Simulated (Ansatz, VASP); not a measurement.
## W: VASP beside Ansatz

```
W
1.0
    -1.56493    1.56493    1.56493
     1.56493   -1.56493    1.56493
     1.56493    1.56493   -1.56493
W
1
Direct
  0.00000 0.00000 0.00000
```

Alike in both runs: functional PBEsol; dispersion D3(BJ); k mesh 18 × 18 × 18; occupations gaussian, width 0.1 eV; no spin polarisation.

Ansatz relaxed the structure, and its values are those at the end. VASP's run is a single point on that final structure, the one shown.

|  | VASP | Ansatz |
| --- | --- | --- |
| version | VASP 6.6.1 | Ansatz 0.2.0 |
| potentials or method | VASP PAW PBE potentials, release 64 (W_sv), cutoff 500 eV | scalar-relativistic, plane waves, PAW |
| valence electrons in the cell | 14 | 14 |

VASP gave:

```
gap on the k mesh at the Fermi level (eV) : none
pressure (GPa)                            : 0.7
```

Estimate Ansatz's values.

gap on the k mesh at the Fermi level (eV): none; pressure (GPa): 0.0.

VASP's potentials were made for PBE, not for PBEsol, and Ansatz warns of the same on its side. A gap of «none» marks a metal or a gap that the smearing closes.

Neither program's run includes spin-orbit coupling.
